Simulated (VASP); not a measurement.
# C17O in VASP: single point with PBE+D3(BJ)

Aim: the single point of C17O with PBE+D3(BJ).

All numbers are computed with VASP 6.6.1; they aren't measurements. Logs are shortened: lines on timing, memory, paths and dates and some standing lists are left out, and cuts for length are marked.

## 1. The cell of the first run

The cell holds a slab with vacuum, 18 atoms: a = 4.930 Å, b = 4.413 Å, c = 23.665 Å, α = 90.00°, β = 90.00°, γ = 90.11°.

## 2. Single point, PBE+D3(BJ)

File INCAR:

```
ALGO = Normal
DIPOL = 0.5 0.5 0.311
EDIFF = 1E-7
ENCUT = 520
GGA = PE
IDIPOL = 3
ISIF = 2
ISMEAR = 0
IVDW = 12
LASPH = T
LCHARG = F
LDIPOL = T
LREAL = Auto
LWAVE = F
NBANDS = 52
NELM = 60
PREC = Accurate
SIGMA = 0.05
```

File KPOINTS:

```
k-points
0
Gamma
  6 6 1
```

File POSCAR:

```
C17O
1.0
    4.9298867130      0.0000000000      0.0000000000
   -0.0081547558      4.4132984516      0.0000000000
    0.0000000000      0.0000000000     23.6650337471
C O
17 1
Direct
    0.3745684085      0.7405378974      0.1690257467
    0.8745684085      0.7405378974      0.1690257467
    0.1243974091      0.6365956441      0.1920114160
    0.6243974091      0.6365956441      0.1920114160
    0.1240513173      0.4291046681      0.2380452569
    0.6240513173      0.4291046681      0.2380452569
    0.3738803179      0.3251624149      0.2610309261
    0.8738803179      0.3251624149      0.2610309261
    0.3735338584      0.1126520408      0.3070664644
    0.8735338584      0.1126520408      0.3070664644
    0.1233638388      0.0072945126      0.3289983678
    0.6233638388      0.0072945126      0.3289983678
    0.1229920122      0.7810454900      0.3748118563
    0.6229920122      0.7810454900      0.3748118563
    0.3728273188      0.6826774530      0.3936201337
    0.8728273188      0.6826774530      0.3936201337
    0.7478273188      0.6826774530      0.5563074149
    0.7478273188      0.6826774530      0.5077125127
```

Potentials or basis: VASP PAW PBE potentials, release 64 (C, O).

The run is started by

```console
> cat potpaw_PBE.64/C/POTCAR potpaw_PBE.64/O/POTCAR > POTCAR
> mpirun -np 1 vasp_std > vasp.out
```

OUTCAR:

```text
EDIFF = 1E-7
   ENCUT = 520
   GGA = PE
   ISIF = 2
   ISMEAR = 0
   IVDW = 12
   LASPH = T
   LREAL = Auto
   NELM = 60
   PREC = Accurate
 IVDW          = 12

 ion  position               nearest neighbor table
   1  0.375  0.741  0.169-   3 1.42   4 1.42
   2  0.875  0.741  0.169-   4 1.42   3 1.42
   3  0.124  0.637  0.192-   1 1.42   5 1.42   2 1.42
   4  0.624  0.637  0.192-   2 1.42   6 1.42   1 1.42
   5  0.124  0.429  0.238-   8 1.42   7 1.42   3 1.42
   6  0.624  0.429  0.238-   7 1.42   8 1.42   4 1.42
   7  0.374  0.325  0.261-   6 1.42   5 1.42   9 1.44
   8  0.874  0.325  0.261-   5 1.42   6 1.42  10 1.44
   9  0.374  0.113  0.307-  11 1.42  12 1.42   7 1.44
  10  0.874  0.113  0.307-  12 1.42  11 1.42   8 1.44
  11  0.123  0.007  0.329-   9 1.42  10 1.42  13 1.47
  12  0.623  0.007  0.329-  10 1.42   9 1.42  14 1.47
  13  0.123  0.781  0.375-  15 1.38  16 1.38  11 1.47
  14  0.623  0.781  0.375-  16 1.38  15 1.38  12 1.47
  15  0.373  0.683  0.394-  13 1.38  14 1.38
  16  0.873  0.683  0.394-  14 1.38  13 1.38
  17  0.748  0.683  0.556-  18 1.15
  18  0.748  0.683  0.508-  17 1.15

  Warning from LATTYP: Monoclinic adjustment (A1->A3, A2->A1, A3->A2)!
  LATTYP: Found a simple monoclinic cell.
 ALAT       =     4.4133059856
 B/A-ratio  =     5.3622009949
 C/A-ratio  =     1.1170507391
 COS(beta)  =    -0.0018477658

  Lattice vectors:

 A1 = (  -0.0081547558,   4.4132984516,   0.0000000000)
 A2 = (   0.0000000000,   0.0000000000,  23.6650337471)
 A3 = (   4.9298867130,   0.0000000000,   0.0000000000)

Analysis of symmetry for initial positions (statically):
=====================================================================
 Subroutine PRICEL returns:
 Original cell was already a primitive cell.

 Routine SETGRP: Setting up the symmetry group for a
 simple monoclinic supercell.

 Subroutine GETGRP returns: Found  1 space group operations
 (whereof  1 operations were pure point group operations)
 out of a pool of  4 trial point group operations.

The static configuration has the point symmetry C_1 .

Analysis of symmetry for dynamics (positions and initial velocities):
=====================================================================
 Subroutine PRICEL returns:
 Original cell was already a primitive cell.

 Routine SETGRP: Setting up the symmetry group for a
 simple monoclinic supercell.

 Subroutine GETGRP returns: Found  1 space group operations
 (whereof  1 operations were pure point group operations)
 out of a pool of  4 trial point group operations.

The dynamic configuration has the point symmetry C_1 .

 Subroutine INISYM returns: Found  1 space group operations
 (whereof  1 operations are pure point group operations),
[... 139 lines left out ...]
   EFERMI_NEDOS =   21; number of points for ismear=-14 and -15
   IALGO  =     38    algorithm
   IMIX   =      4    mixing-type and parameters
     AMIX     =   0.40;   BMIX     =  1.00
     AMIX_MAG =   1.60;   BMIX_MAG =  1.00
  volume/ion in A,a.u.               =      28.60       193.03
  Fermi-wavevector in a.u.,A,eV,Ry     =   0.857531  1.620498 10.005162  0.735359
  Thomas-Fermi vector in A             =   1.974598
   LORBIT       =      0    0 simple, 1 ext, 2 COOP (PROOUT), +10 PAW based schemes
   GGA     = PE    functional components
   LHFCALC =     F    Hartree Fock is set to
   AEXX    =    0.0000 exact exchange contribution
   IVDW    =    12    specifies the selected vdW correction
   LEPSILON=     F    determine dielectric tensor
   LRPA    =     F    only Hartree local field effects (RPA)
 non-spin polarized calculation
 Gauss-broadening in eV      SIGMA  =   0.05
  energy-cutoff  :      520.00
  volume of cell :      514.88
 maximum number of plane-waves:     13916
 NGX is ok and might be reduce to    40
   NGX = 19   NGY = 17   NGZ = 89

 dipolmoment           0.000000      0.000000      0.328625 electrons x Angstroem

 number of electron      74.0000004 magnetization

 dipolmoment           0.000000      0.000000     -0.067297 electrons x Angstroem

 Free energy of the ion-electron system (eV)
  ---------------------------------------------------
  ext. energy  EPLUGINS =         0.00000000
  ---------------------------------------------------
  free energy    TOTEN  =      -149.12522841 eV

  energy without entropy =     -149.10237417  energy(sigma->0) =     -149.11380129

 E-fermi :  -2.8374     XC(G=0):  -4.1724

 val. band max:       -2.8407521113   @ k =   0.5000   0.0000   0.0000
 cond. band min:      -2.8336915001   @ k =   0.5000   0.1667   0.0000
 fundamental gap:      0.0070606112
 Fermi energy:        -2.8374194945

 k-point     1 :       0.0000    0.0000    0.0000
  band No.  band energies     occupation
      1     -26.5972      2.00000
      2     -21.8935      2.00000
      3     -20.7633      2.00000
      4     -19.1244      2.00000
      5     -17.6412      2.00000
      6     -17.6068      2.00000
[... 1029 lines left out ...]
     48       4.0788      0.00000
     49       4.7344      0.00000
 [bands above 49 left out]

------------------------ aborting loop because EDIFF is reached ----------------------------------------

 vacuum level on the upper side and lower side of the slab       (xc-potential included)        -0.346         0.194

 Edisp (eV)   -1.96706

 E8    (eV) :    -0.5775

  FORCE on cell =-STRESS in cart. coord.  units (eV):
  Direction    XX          YY          ZZ          XY          YZ          ZX
  --------------------------------------------------------------------------------------
  -------------------------------------------------------------------------------------
  Total       2.55775    -0.13215    -0.54397    -0.00001    -0.23758    -0.12213
  in kB       7.95906    -0.41121    -1.69270    -0.00002    -0.73928    -0.38004
  external pressure =        1.95 kB  Pullay stress =        0.00 kB

 VOLUME and BASIS-vectors are now :
 -----------------------------------------------------------------------------
  energy-cutoff  :      520.00
  volume of cell :      514.88
      direct lattice vectors                 reciprocal lattice vectors
     4.929886713  0.000000000  0.000000000     0.202844418  0.000374810  0.000000000
    -0.008154756  4.413298452  0.000000000     0.000000000  0.226587894  0.000000000
     0.000000000  0.000000000 23.665033747     0.000000000  0.000000000  0.042256437

 POSITION                                       TOTAL-FORCE (eV/Angst)
 -----------------------------------------------------------------------------------
      1.84054      3.26821      4.00000        -0.012800     -1.157372      1.524546
      4.30548      3.26821      4.00000         0.013590     -1.167775      1.520565
      0.60807      2.80949      4.54396        -0.001558      1.846598     -2.288378
      3.07302      2.80949      4.54396        -0.005312      1.868715     -2.311267
      0.60806      1.89377      5.63335         0.003789     -0.841102      0.992674
      3.07300      1.89377      5.63335         0.003406     -0.848332      0.989011
[... 10 lines left out ...]
      3.68114      3.01286     13.16503         0.025119     -0.006071     -0.674256
      3.68114      3.01286     12.01503        -0.084066      0.002035      0.831856
 -----------------------------------------------------------------------------------
    total drift:                               -0.004824     -0.002631      0.017297

  FREE ENERGIE OF THE ION-ELECTRON SYSTEM (eV)
  ---------------------------------------------------
  free  energy   TOTEN  =      -151.0922925258 eV

  energy  without entropy=     -151.0694382931  energy(sigma->0) =     -151.08086541

 vacuum level on the upper side and lower side of the slab         2.875         3.430
```

stdout:

```text
POSCAR found type information on POSCAR C O
 POSCAR found :  2 types and      18 ions
 scaLAPACK will be used
 LDA part: xc-table for (Slater+PW92), standard interpolation
 POSCAR, INCAR and KPOINTS ok, starting setup
 FFT: planning ... GRIDC
 FFT: planning ... GRID_SOFT
 FFT: planning ... GRID
 WAVECAR not read
 entering main loop
```

Wall time 49 min (1 thread of Oxide Virtual Turin-like, shared host); peak memory 0.69 GiB.

What came out:

* Free energy: -151.0923 eV
* Largest force: 2.972 eV/Å
* Band gap on the k mesh: zero (bands 37 and 38 overlap by 0.05 eV)
* Dispersion energy per atom: -0.109 eV

Forces on the atoms (eV/Å):
```
C   -0.013 -1.157  1.525
C    0.014 -1.168  1.521
C   -0.002  1.847 -2.288
C   -0.005  1.869 -2.311
C    0.004 -0.841  0.993
C    0.003 -0.848  0.989
C    0.002  0.159 -0.217
C   -0.001  0.168 -0.209
C   -0.029 -0.042  0.012
C    0.034 -0.022  0.003
C   -0.029  0.055 -0.063
C    0.034 -0.002 -0.028
C    0.005  0.081 -0.057
C   -0.026 -0.112  0.146
C   -0.085 -0.036  0.131
C    0.153  0.054 -0.302
C    0.025 -0.006 -0.674
O   -0.084  0.002  0.832
```
